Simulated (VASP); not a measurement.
# Li2Se (Fm-3m) in VASP: settings compared

Aim: see how the results for Li2Se move with the level of theory and the settings. Levels: PBE, r2SCAN, HSE06. Tasks: single point.

Everything below comes from runs of VASP 6.6.1. Logs are shortened: lines on timing, memory, paths and dates and some standing lists are left out, and cuts for length are marked.

## Step 1: The cell of the first run

It takes space group Fm-3m (No. 225, cubic). Conventional cell: a = 5.987 Å, b = 5.987 Å, c = 5.987 Å, α = 90.00°, β = 90.00°, γ = 90.00°. Se (site symmetry m-3m) has 8 Li at 2.59 Å within 3.4 Å. Li (site symmetry -43m) has 4 Se at 2.59 Å and 6 Li at 2.99 Å within 3.4 Å.

## Step 2: Single point, PBE

INCAR reads:

```
PREC = Accurate
ENCUT = 750
EDIFF = 1E-6
ISMEAR = 0
SIGMA = 0.01
LREAL = F
LASPH = T
NELM = 120
ALGO = Normal
ISIF = 2
LWAVE = F
LCHARG = F
GGA = PE
NBANDS = 13
GGA_COMPAT = F
```

KPOINTS reads:

```
regular mesh
0
Gamma
  8 8 8
```

POSCAR reads:

```
Li2Se
1.0
    0.0000000000      2.9935210577      2.9935210577
    2.9935210577      0.0000000000      2.9935210577
    2.9935210577      2.9935210577      0.0000000000
Se Li
1 2
Direct
    0.0000000000      0.0000000000      0.0000000000
    0.2500000000      0.2500000000      0.2500000000
    0.7500000000      0.7500000000      0.7500000000
```

Potentials or basis: VASP PAW PBE potentials, release 64 (Se, Li_sv).

Run with:

```bash
cat potpaw_PBE.64/Se/POTCAR potpaw_PBE.64/Li_sv/POTCAR > POTCAR
mpirun -np 1 vasp_std > vasp.out
```

OUTCAR:

```text
PREC = Accurate
   ENCUT = 750
   EDIFF = 1E-6
   ISMEAR = 0
   LREAL = F
   LASPH = T
   NELM = 120
   ISIF = 2
   GGA = PE

 ion  position               nearest neighbor table
   1  0.000  0.000  0.000-   3 2.59   3 2.59   3 2.59   2 2.59   2 2.59   2 2.59   3 2.59   2 2.59

   2  0.250  0.250  0.250-   1 2.59   1 2.59   1 2.59   1 2.59
   3  0.750  0.750  0.750-   1 2.59   1 2.59   1 2.59   1 2.59

  LATTYP: Found a face centered cubic cell.
 ALAT       =     5.9870421154

  Lattice vectors:

 A1 = (   0.0000000000,   2.9935210577,   2.9935210577)
 A2 = (   2.9935210577,   0.0000000000,   2.9935210577)
 A3 = (   2.9935210577,   2.9935210577,   0.0000000000)

Analysis of symmetry for initial positions (statically):
=====================================================================
 Subroutine PRICEL returns:
 Original cell was already a primitive cell.

 Routine SETGRP: Setting up the symmetry group for a
 face centered cubic supercell.

 Subroutine GETGRP returns: Found 48 space group operations
 (whereof 48 operations were pure point group operations)
 out of a pool of 48 trial point group operations.

The static configuration has the point symmetry O_h .

Analysis of symmetry for dynamics (positions and initial velocities):
=====================================================================
 Subroutine PRICEL returns:
 Original cell was already a primitive cell.

 Routine SETGRP: Setting up the symmetry group for a
 face centered cubic supercell.

 Subroutine GETGRP returns: Found 48 space group operations
 (whereof 48 operations were pure point group operations)
 out of a pool of 48 trial point group operations.

The dynamic configuration has the point symmetry O_h .

 Subroutine INISYM returns: Found 48 space group operations
 (whereof 48 operations are pure point group operations),
 and found     1 'primitive' translations

----------------------------------------------------------------------------------------

                                     Primitive cell

  volume of cell :      53.6509

  direct lattice vectors                    reciprocal lattice vectors
     0.000000000  2.993521058  2.993521058    -0.167027387  0.167027387  0.167027387
     2.993521058  0.000000000  2.993521058     0.167027387 -0.167027387  0.167027387
     2.993521058  2.993521058  0.000000000     0.167027387  0.167027387 -0.167027387

  length of vectors
     4.233478079  4.233478079  4.233478079     0.289299920  0.289299920  0.289299920

  position of ions in fractional coordinates (direct lattice)
     0.000000000  0.000000000  0.000000000
     0.250000000  0.250000000  0.250000000
[... 87 lines left out ...]
   POTIM  = 0.5000    time-step for ionic-motion
   TEBEG  =    0.0;   TEEND  =   0.0 temperature during run
   PSTRESS=    0.0 pullay stress
   NELECT =      12.0000    total number of electrons
   NUPDOWN=      -1.0000    fix difference up-down
   EMIN   =  10.00;   EMAX   =-10.00  energy-range for DOS
   EFERMI =   0.00;   METHOD = LEGACY
   ISMEAR =     0;   SIGMA  =   0.01  broadening in eV -4-tet -1-fermi 0-gaus
   EFERMI_NEDOS =   21; number of points for ismear=-14 and -15
   IALGO  =     38    algorithm
   IMIX   =      4    mixing-type and parameters
     AMIX     =   0.40;   BMIX     =  1.00
     AMIX_MAG =   1.60;   BMIX_MAG =  1.00
  volume/ion in A,a.u.               =      17.88       120.68
  Fermi-wavevector in a.u.,A,eV,Ry     =   0.993748  1.877911 13.436230  0.987535
  Thomas-Fermi vector in A             =   2.125651
   LORBIT       =      0    0 simple, 1 ext, 2 COOP (PROOUT), +10 PAW based schemes
   GGA     = PE    functional components
   LHFCALC =     F    Hartree Fock is set to
   AEXX    =    0.0000 exact exchange contribution
   IVDW    =     0    specifies the selected vdW correction
   LEPSILON=     F    determine dielectric tensor
   LRPA    =     F    only Hartree local field effects (RPA)
 non-spin polarized calculation
 Gauss-broadening in eV      SIGMA  =   0.01
  energy-cutoff  :      750.00
  volume of cell :       53.65
 maximum number of plane-waves:      2541
 NGX is ok and might be reduce to    40
   NGX = 19   NGY = 19   NGZ = 19

 number of electron      12.0000003 magnetization

 Free energy of the ion-electron system (eV)
  ---------------------------------------------------
  ext. energy  EPLUGINS =         0.00000000
  ---------------------------------------------------
  free energy    TOTEN  =       -11.13043970 eV

  energy without entropy =      -11.13043970  energy(sigma->0) =      -11.13043970

 E-fermi :   1.1031     XC(G=0):  -8.2949

 val. band max:        1.0463998342   @ k =   0.0000   0.0000   0.0000
 cond. band min:       4.0141727752   @ k =   0.5000   0.5000   0.0000
 fundamental gap:      2.9677729410
 Fermi energy:         1.1030612338

 k-point     1 :       0.0000    0.0000    0.0000
  band No.  band energies     occupation
      1     -43.6504      2.00000
      2     -43.6257      2.00000
      3     -10.3666      2.00000
      4       1.0464      2.00000
      5       1.0464      2.00000
      6       1.0464      2.00000
      7       4.4676      0.00000
      8       6.6707      0.00000
      9       6.6707      0.00000
     10       6.6707      0.00000
     11      11.6537      0.00000
     12      11.6537      0.00000
     13      12.0017      0.00000
[... 354 lines left out ...]
  band No.  band energies     occupation
      1     -43.6376      2.00000
      2     -43.6376      2.00000
      3      -9.9369      2.00000
      4      -1.5897      2.00000
      5      -0.2735      2.00000
      6       0.1062      2.00000
      7       6.4619      0.00000
      8       6.8308      0.00000
      9       8.7154      0.00000
     10       9.4487      0.00000
     11      10.4547      0.00000
     12      11.8084      0.00000
     13      13.7150      0.00000

 [... further k-points ...]
[... 5 lines left out ...]
  --------------------------------------------------------------------------------------
  -------------------------------------------------------------------------------------
  Total        0.0892771      0.0892771      0.0892771      0.0000000     -0.0000000     -0.0000000
  in kB        2.6660833      2.6660833      2.6660833      0.0000000     -0.0000000     -0.0000000
  external PRESSURE =       2.6660833 kB  Pullay stress =       0.0000000 kB

 VOLUME and BASIS-vectors are now :
 -----------------------------------------------------------------------------
  energy-cutoff  :      750.00
  volume of cell :       53.65
      direct lattice vectors                 reciprocal lattice vectors
     0.000000000  2.993521058  2.993521058    -0.167027387  0.167027387  0.167027387
     2.993521058  0.000000000  2.993521058     0.167027387 -0.167027387  0.167027387
     2.993521058  2.993521058  0.000000000     0.167027387  0.167027387 -0.167027387

 POSITION                                       TOTAL-FORCE (eV/Angst)
 -----------------------------------------------------------------------------------
      0.00000      0.00000      0.00000         0.000000     -0.000000      0.000000
      1.49676      1.49676      1.49676        -0.000000     -0.000000     -0.000000
      4.49028      4.49028      4.49028         0.000000      0.000000      0.000000
 -----------------------------------------------------------------------------------
    total drift:                                0.000000     -0.000000      0.000000

  FREE ENERGIE OF THE ION-ELECTRON SYSTEM (eV)
  ---------------------------------------------------
  free  energy   TOTEN  =       -11.1304396991 eV

  energy  without entropy=      -11.1304396991  energy(sigma->0) =      -11.13043970
```

stdout:

```text
POSCAR found type information on POSCAR SeLi
 POSCAR found :  2 types and       3 ions
 scaLAPACK will be used
 LDA part: xc-table for (Slater+PW92), standard interpolation
 POSCAR, INCAR and KPOINTS ok, starting setup
 FFT: planning ... GRIDC
 FFT: planning ... GRID_SOFT
 FFT: planning ... GRID
 WAVECAR not read
 entering main loop
```

Run time: 32 s. Hardware: 1 thread of Intel Xeon Platinum 8259CL at 2.50GHz (Skylake/Cascade Lake), shared host; peak memory 0.25 GiB.

What came out:

| Property | Result |
| --- | --- |
| Free energy | -11.1304 eV |
| Pressure | 0.3 GPa |
| Band gap on the k mesh | 2.97 eV (least direct gap 3.42 eV) |

Levels at points of the mesh, in eV from the valence-band top:
```
           k point  band 3  band 4  band 5  band 6  band 7  band 8  band 9  band 10
(0.00, 0.00, 0.00)  -11.41    0.00    0.00    0.00    3.42    5.62    5.62     5.62
(0.50, 0.00, 0.00)  -11.04   -2.93   -0.53   -0.53    5.14    5.96    5.96     7.98
(0.50, 0.50, 0.00)  -10.93   -2.30   -1.45   -1.45    2.97    6.19   10.37    10.37
```

Caveat: the structure was generated, so it needn't be the stable form of Li2Se.

## Step 3: Single point, r2SCAN

POSCAR is that of step 2.

INCAR.step1 reads:

```
SYSTEM = Li2Se
PREC = Accurate ; ENCUT = 830
ISMEAR = 0 ; SIGMA = 0.01
LREAL = .FALSE. ; LASPH = .TRUE.
NELM = 120 ; NBANDS = 13
GGA = PE ; ALGO = Normal
EDIFF = 1E-5 ; LWAVE = .TRUE.
LCHARG = .FALSE. ; GGA_COMPAT = .FALSE.
```

INCAR.step2 reads:

```
SYSTEM = Li2Se
PREC = Accurate ; ENCUT = 830
EDIFF = 1E-6 ; ISMEAR = 0
SIGMA = 0.01 ; LREAL = .FALSE.
LASPH = .TRUE. ; NELM = 120
ALGO = Normal ; ISIF = 2
LWAVE = .FALSE. ; LCHARG = .FALSE.
METAGGA = R2SCAN ; LMIXTAU = .TRUE.
NBANDS = 13 ; ISTART = 1
GGA_COMPAT = .FALSE.
```

KPOINTS reads:

```
Automatic mesh
0
G
  6 6 6
  0 0 0
```

Potentials or basis: VASP PAW PBE potentials, release 64 (Se, Li_sv).

Run with:

```bash
cat potpaw_PBE.64/Se/POTCAR potpaw_PBE.64/Li_sv/POTCAR > POTCAR
cp INCAR.step1 INCAR
mpirun -np 1 vasp_std > vasp.out
cp INCAR.step2 INCAR
mpirun -np 1 vasp_std > vasp.out
```

It took 87 s on 1 thread of Intel Xeon Platinum 8259CL at 2.50GHz (Skylake/Cascade Lake), shared host; peak memory 0.26 GiB.

Results (log left out):

```
Free energy            : -23.4390 eV
Pressure               : -0.2 GPa
Band gap on the k mesh : 3.46 eV (least direct gap 4.18 eV)
```

Levels at points of the mesh, in eV from the valence-band top:
| k point | band 2 | band 3 | band 4 | band 5 | band 6 | band 7 | band 8 | band 9 | band 10 | band 11 |
| --- | --- | --- | --- | --- | --- | --- | --- | --- | --- | --- |
| (0.00, 0.00, 0.00) | -46.12 | -11.79 | 0.00 | 0.00 | 0.00 | 4.18 | 6.31 | 6.31 | 6.31 | 11.21 |
| (0.50, 0.00, 0.00) | -46.13 | -11.41 | -2.92 | -0.53 | -0.53 | 5.98 | 6.60 | 6.60 | 8.64 | 12.66 |
| (0.50, 0.50, 0.00) | -46.13 | -11.29 | -2.27 | -1.45 | -1.45 | 3.46 | 7.00 | 11.37 | 11.37 | 12.66 |

Caveat: the structure was generated, so it needn't be the stable form of Li2Se; the PAW data sets were made with another functional, which shifts forces and pressure a little. A k mesh can miss the band edges.

## Step 4: Single point, HSE06

POSCAR is that of step 3.

INCAR.step1 reads:

```
PREC = Accurate
ENCUT = 650
EDIFF = 1E-5
ISMEAR = 0
SIGMA = 0.01
LREAL = F
LASPH = T
NELM = 120
ALGO = Normal
ISIF = 2
LWAVE = T
LCHARG = F
NBANDS = 13
GGA = PE
GGA_COMPAT = F
```

INCAR.step2 reads:

```
PREC = Accurate
ENCUT = 650
EDIFF = 1E-6
ISMEAR = 0
SIGMA = 0.01
LREAL = F
LASPH = T
NELM = 120
ALGO = Normal
ISIF = 2
LWAVE = F
LCHARG = F
GGA = PE
LHFCALC = T
HFSCREEN = 0.2079
PRECFOCK = Normal
NBANDS = 13
ISTART = 1
GGA_COMPAT = F
```

KPOINTS reads:

```
regular mesh
0
Gamma
  6 6 6
```

Run with:

```bash
cat potpaw_PBE.64/Se/POTCAR potpaw_PBE.64/Li_sv/POTCAR > POTCAR
cp INCAR.step1 INCAR
mpirun -np 1 vasp_std > vasp.out
cp INCAR.step2 INCAR
mpirun -np 1 vasp_std > vasp.out
```

Wall time 36 min (1 thread of Intel Xeon Platinum 8259CL at 2.50GHz (Skylake/Cascade Lake), shared host); peak memory 0.34 GiB.

Results (log left out):

```yaml
Free_energy: -12.5651 eV
Pressure: -0.5 GPa
Band_gap_on_the_k_mesh: 3.83 eV (least direct gap 4.39 eV)
```

Levels at points of the mesh, in eV from the valence-band top:
| k point | band 3 | band 4 | band 5 | band 6 | band 7 | band 8 | band 9 | band 10 |
| --- | --- | --- | --- | --- | --- | --- | --- | --- |
| (0.00, 0.00, 0.00) | -12.49 | 0.00 | 0.00 | 0.00 | 4.39 | 6.67 | 6.67 | 6.67 |
| (0.50, 0.00, 0.00) | -12.05 | -3.19 | -0.57 | -0.57 | 6.19 | 6.99 | 6.99 | 9.07 |
| (0.50, 0.50, 0.00) | -11.92 | -2.53 | -1.56 | -1.56 | 3.83 | 7.22 | 11.68 | 11.68 |

Caveat: the structure was generated, so it needn't be the stable form of Li2Se; the PAW data sets were made with another functional, which shifts forces and pressure a little.

## Step 5: Summary

```csv
level,k mesh,cutoff (eV),grid for exact exchange (PRECFOCK),share of exact exchange,screening parameter,gap on the mesh (eV),pressure (GPa)
PBE,8 × 8 × 8,750,-,-,-,2.97,0.3
r2SCAN,6 × 6 × 6,830,-,-,-,3.46,-0.2
HSE06,6 × 6 × 6,650,Normal,0.25,0.2079 1/Å,3.83,-0.5
```

Alike in all rows: task single point; potentials or basis VASP PAW PBE potentials, release 64 (Se, Li_sv); no spin polarisation; cell as given; smearing gaussian 0.01 eV.

On the cell as given the gap runs from 2.97 eV (PBE) to 3.83 eV (HSE06); the meshes differ, which moves gaps too. The pressure there spans -0.5 GPa (HSE06) to 0.3 GPa (PBE); a positive pressure means that this level wants a larger cell, a negative one a smaller.

Caveats: the structure was generated, so it needn't be the stable form of Li2Se; the PAW data sets were made with another functional, which shifts forces and pressure a little (at least some runs).

Absolute energies hang on the potentials; compare differences alone.
